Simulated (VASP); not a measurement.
# SrO (Fm-3m) in VASP: further runs, part 2 of 2

VASP 6.6.1. Earlier steps stand in the parts before.

## 3. Vibrations by perturbation theory, PBEsol (phonons by finite displacements)

INCAR reads:

```
SYSTEM = SrO
PREC = Accurate ; ENCUT = 520
EDIFF = 1E-8 ; ISMEAR = 0
SIGMA = 0.05 ; LREAL = .False.
LASPH = .True. ; NELM = 80
ALGO = Normal ; ISIF = 2
LWAVE = .False. ; LCHARG = .False.
GGA = PS ; IBRION = 8
NSW = 1
```

KPOINTS reads:

```
Automatic mesh
0
Gamma
  9 9 9
  0 0 0
```

POSCAR reads:

```
SrO
1.0
    0.0000000000      2.5611507977      2.5611507977
    2.5611507977      0.0000000000      2.5611507977
    2.5611507977      2.5611507977      0.0000000000
Sr O
1 1
Direct
    0.5000000000      0.5000000000      0.5000000000
    0.0000000000      0.0000000000      0.0000000000
```

Potentials or basis: VASP PAW PBE potentials, release 64 (Sr_sv, O).

The run is started by

```console
$ cat potpaw_PBE.64/Sr_sv/POTCAR potpaw_PBE.64/O/POTCAR > POTCAR
$ mpirun -np 1 vasp_std > vasp.out
```

OUTCAR:

```text
SYSTEM = SrO
   PREC = Accurate
   ENCUT = 520
   EDIFF = 1E-8
   ISMEAR = 0
   LREAL = .False.
   LASPH = .True.
   NELM = 80
   ISIF = 2
   GGA = PS
   IBRION = 8
   NSW = 1

 ion  position               nearest neighbor table
   1  0.500  0.500  0.500-   2 2.56   2 2.56   2 2.56   2 2.56   2 2.56   2 2.56
   2  0.000  0.000  0.000-   1 2.56   1 2.56   1 2.56   1 2.56   1 2.56   1 2.56

  LATTYP: Found a face centered cubic cell.
 ALAT       =     5.1223015954

  Lattice vectors:

 A1 = (   0.0000000000,   2.5611507977,   2.5611507977)
 A2 = (   2.5611507977,   0.0000000000,   2.5611507977)
 A3 = (   2.5611507977,   2.5611507977,   0.0000000000)

Analysis of symmetry for initial positions (statically):
=====================================================================
 Subroutine PRICEL returns:
 Original cell was already a primitive cell.

 Routine SETGRP: Setting up the symmetry group for a
 face centered cubic supercell.

 Subroutine GETGRP returns: Found 48 space group operations
 (whereof 48 operations were pure point group operations)
 out of a pool of 48 trial point group operations.

The static configuration has the point symmetry O_h .

Analysis of symmetry for dynamics (positions and initial velocities):
=====================================================================
 Subroutine PRICEL returns:
 Original cell was already a primitive cell.

[... 548 lines left out ...]
      0.00000      0.00000      0.00000         0.000000      0.000000     -0.000000
 -----------------------------------------------------------------------------------
    total drift:                                0.000000      0.000000      0.000000

  FREE ENERGIE OF THE ION-ELECTRON SYSTEM (eV)
  ---------------------------------------------------
  free  energy   TOTEN  =       -12.6391438404 eV

  energy  without entropy=      -12.6391438404  energy(sigma->0) =      -12.63914384

[... ionic steps 2 to 3 ...]

--------------------------------------- Ionic step        4  -------------------------------------------

------------------------ aborting loop because EDIFF is reached ----------------------------------------

[... ionic steps 5 to 6 ...]

--------------------------------------- Ionic step        7  -------------------------------------------

 Free energy of the ion-electron system (eV)
  ---------------------------------------------------
  ---------------------------------------------------
  free energy    TOTEN  =        -0.36355823 eV

  energy without entropy =       -0.36355823

------------------------ aborting loop because EDIFF is reached ----------------------------------------

 INTERNAL STRAIN TENSOR  FOR ION    2  DIRECTION 1   (eV/Angst):
 -----------------------------------------------------------------------------
     0.00096  0.00000  0.00000
     0.00000 -0.00360 -0.00000
    -0.00000 -0.00000 -0.00360

 INTERNAL STRAIN TENSOR FOR ION    2 for displacements in x,y,z  (eV/Angst):
          X           Y           Z          XY          YZ          ZX
  --------------------------------------------------------------------------------
  x     0.00000     0.00000     0.00000     0.00000     0.00000     0.00000
  y     0.00000     0.00000     0.00000     0.00000     0.00000     0.00000
  z     0.00000     0.00000     0.00000     0.00000     0.00000     0.00000

 SECOND DERIVATIVES (NOT SYMMETRIZED)
 ------------------------------------
               1X          1Y          1Z          2X          2Y          2Z
  1X    -2.205841    0.000000    0.000000    2.205841    0.000000    0.000000
  1Y     0.000000   -2.205841    0.000000    0.000000    2.205841    0.000000
  1Z     0.000000    0.000000   -2.205841    0.000000    0.000000    2.205841
  2X     2.201457    0.000000    0.000000   -2.201457    0.000000    0.000000
  2Y     0.000000    2.201457    0.000000    0.000000   -2.201457    0.000000
  2Z     0.000000    0.000000    2.201457    0.000000    0.000000   -2.201457

 Eigenvectors and eigenvalues of the dynamical matrix
 ----------------------------------------------------

   1 f  =    6.307145 THz    39.628963 2PiTHz  210.383723 cm-1    26.084245 meV
             X         Y         Z           dx          dy          dz
      2.561151  2.561151  2.561151    -0.278092   -0.278092    0.000000
      0.000000  0.000000  0.000000     0.650127    0.650127    0.000000
[... 21 lines left out ...]
   6 f/i=    0.002268 THz     0.014253 2PiTHz    0.075665 cm-1     0.009381 meV
             X         Y         Z           dx          dy          dz
      2.561151  2.561151  2.561151     0.523187   -0.744947    0.129068
      0.000000  0.000000  0.000000     0.223793   -0.318652    0.055209

--------------------------------------------------------------------------------------------------------

 ELASTIC MODULI CONTR FROM IONIC RELAXATION (kBar)
 Direction    XX          YY          ZZ          XY          YZ          ZX
 --------------------------------------------------------------------------------
 XX           0.0000      0.0000      0.0000      0.0000      0.0000      0.0000
 YY           0.0000      0.0000      0.0000      0.0000      0.0000      0.0000
 ZZ           0.0000      0.0000      0.0000      0.0000      0.0000      0.0000
 XY           0.0000      0.0000      0.0000      0.0000      0.0000      0.0000
 YZ           0.0000      0.0000      0.0000      0.0000      0.0000      0.0000
 ZX           0.0000      0.0000      0.0000      0.0000      0.0000      0.0000
 --------------------------------------------------------------------------------
```

OSZICAR:

```text
N       E                     dE             d eps       ncg     rms          rms(c)
DAV:   1     0.645052600960E+02    0.64505E+02   -0.81694E+03   840   0.126E+03
[... 51 lines left out ...]
RMM:   8    -0.363556814516E+00   -0.19458E-05    0.29582E-06  4052   0.212E-03    0.662E-04
RMM:   9    -0.363556860788E+00   -0.46271E-07    0.58009E-07  4056   0.845E-04    0.142E-04
RMM:  10    -0.363557937599E+00   -0.10768E-05    0.74748E-07  4179   0.316E-04    0.488E-05
RMM:  11    -0.363558240900E+00   -0.30330E-06    0.98605E-08  4283   0.131E-04    0.301E-05
RMM:  12    -0.363558265600E+00   -0.24700E-07    0.32514E-08  4235   0.649E-05    0.762E-06
RMM:  13    -0.363558221925E+00    0.43675E-07    0.41197E-08  4188   0.382E-05    0.356E-06
RMM:  14    -0.363558227294E+00   -0.53691E-08   -0.10197E-08  4151   0.274E-05    0.116E-06
 Linear response finished
```

stdout:

```text
POSCAR found type information on POSCAR SrO
 POSCAR found :  2 types and       2 ions
 scaLAPACK will be used
 -----------------------------------------------------------------------------
|                                                                             |
|                                                                             |
|     You enforced a specific xc type in the INCAR file but a different       |
|     I HOPE YOU KNOW WHAT YOU ARE DOING!                                     |
|                                                                             |
 -----------------------------------------------------------------------------

 LDA part: xc-table for (Slater+PW92), standard interpolation
 POSCAR, INCAR and KPOINTS ok, starting setup
 FFT: planning ... GRIDC
 FFT: planning ... GRID_SOFT
 FFT: planning ... GRID
 WAVECAR not read
 entering main loop
 Linear response reoptimize wavefunctions to high precision
 Linear response DOF=           2
 Linear response progress:
 first order change of Fermi-energy   0.40951E-03
 force on displaced ion       1 direction 1 :  -2.206   0.000   0.000
 Linear response progress:
 first order change of Fermi-energy  -0.36645E-04
 force on displaced ion       2 direction 1 :  -2.201   0.000   0.000
 Linear response finished
```

It took 1.9 min on 1 thread of Intel Xeon Platinum 8488C (Sapphire Rapids), shared host; peak memory 0.23 GiB.

Results:

- Highest phonon frequency at Γ, LO-TO splitting left out: 210 cm⁻¹

Phonon frequencies in cm⁻¹ (negative: imaginary):
```tsv
q point	frequencies
(0.000, 0.000, 0.000)	0 0 0 210 210 210
```

Caveat: the cell differs from its parent crystal (phonons by finite displacements).

## 4. Vibrations by perturbation theory, PBEsol

INCAR reads:

```
ALGO = Normal
EDIFF = 1E-8
ENCUT = 520
GGA = PS
IBRION = 8
ISIF = 2
ISMEAR = 0
LASPH = True
LCHARG = False
LEPSILON = True
LREAL = False
LWAVE = False
NELM = 60
NSW = 1
PREC = Accurate
SIGMA = 0.01
```

KPOINTS reads:

```
k-points
0
Gamma
  12 12 12
```

POSCAR is that of step 3.

Potentials or basis: VASP PAW PBE potentials, release 64 (Sr_sv, O).

The run is started by

```console
$ cat potpaw_PBE.64/Sr_sv/POTCAR potpaw_PBE.64/O/POTCAR > POTCAR
$ mpirun -np 1 vasp_std > vasp.out
```

OUTCAR:

```text
EDIFF = 1E-8
   ENCUT = 520
   GGA = PS
   IBRION = 8
   ISIF = 2
   ISMEAR = 0
   LASPH = True
   LEPSILON = True
   LREAL = False
   NELM = 60
   NSW = 1
   PREC = Accurate

 ion  position               nearest neighbor table
   1  0.500  0.500  0.500-   2 2.56   2 2.56   2 2.56   2 2.56   2 2.56   2 2.56
   2  0.000  0.000  0.000-   1 2.56   1 2.56   1 2.56   1 2.56   1 2.56   1 2.56

  LATTYP: Found a face centered cubic cell.
 ALAT       =     5.1223015954

  Lattice vectors:

[... 707 lines left out ...]
   6 f/i=    0.002291 THz     0.014396 2PiTHz    0.076425 cm-1     0.009476 meV
             X         Y         Z           dx          dy          dz
      2.561151  2.561151  2.561151     0.107512   -0.906729    0.107756
      0.000000  0.000000  0.000000     0.045989   -0.387857    0.046093

--------------------------------------------------------------------------------------------------------

 MACROSCOPIC STATIC DIELECTRIC TENSOR IONIC CONTRIBUTION
 ------------------------------------------------------
          14.826033    -0.000000     0.000000
          -0.000000    14.826033    -0.000000
           0.000000    -0.000000    14.826033
 ------------------------------------------------------

 ELASTIC MODULI CONTR FROM IONIC RELAXATION (kBar)
 Direction    XX          YY          ZZ          XY          YZ          ZX
 --------------------------------------------------------------------------------
 XX           0.0000      0.0000      0.0000      0.0000      0.0000      0.0000
 YY           0.0000      0.0000      0.0000      0.0000      0.0000      0.0000
 ZZ           0.0000      0.0000      0.0000      0.0000      0.0000      0.0000
 XY           0.0000      0.0000      0.0000      0.0000      0.0000      0.0000
 YZ           0.0000      0.0000      0.0000      0.0000      0.0000      0.0000
 ZX           0.0000      0.0000      0.0000      0.0000      0.0000      0.0000
 --------------------------------------------------------------------------------

 PIEZOELECTRIC TENSOR IONIC CONTR  for field in x, y, z        (C/m^2)
          XX          YY          ZZ          XY          YZ          ZX
  --------------------------------------------------------------------------------
  x     0.00000     0.00000     0.00000     0.00000     0.00000     0.00000
  y     0.00000     0.00000     0.00000     0.00000     0.00000     0.00000
  z     0.00000     0.00000     0.00000     0.00000     0.00000     0.00000
```

stdout:

```text
POSCAR found type information on POSCAR SrO
 POSCAR found :  2 types and       2 ions
 scaLAPACK will be used
 -----------------------------------------------------------------------------
|                                                                             |
|                                                                             |
[... 39 lines left out ...]
 first order change of Fermi-energy   0.44754E-03
 force on displaced ion       1 direction 1 :  -2.206   0.000   0.000
 Born effective charge ion    1 direction 1 :   2.463   0.000   0.000
 Linear response progress:
 first order change of Fermi-energy  -0.13140E-03
 force on displaced ion       2 direction 1 :  -2.201   0.000   0.000
 Born effective charge ion    2 direction 1 :  -2.463   0.000   0.000
 Born effective charges drift removed
 Linear response finished
```

Wall time 9.1 min (1 thread of Intel Xeon Platinum 8488C (Sapphire Rapids), shared host); peak memory 0.33 GiB.

What came out:

```
Electronic dielectric tensor (diagonal)                 : 3.89
Born charges (mean of the diagonal)                     : Sr +2.46; O -2.46 e
Highest phonon frequency at Γ, LO-TO splitting left out : 210 cm⁻¹
```

Phonon frequencies in cm⁻¹ (negative: imaginary):
| q point | frequencies |
| --- | --- |
| (0.000, 0.000, 0.000) | 0 0 0 210 210 210 |

Electronic dielectric tensor:
```
3.89 0.00 0.00
0.00 3.89 0.00
0.00 0.00 3.89
```

Born effective charge tensors (e):
atom 1, Sr
```
2.46 0.00 0.00
0.00 2.46 0.00
0.00 0.00 2.46
```
atom 2, O
```
-2.46  0.00  0.00
 0.00 -2.46  0.00
 0.00  0.00 -2.46
```
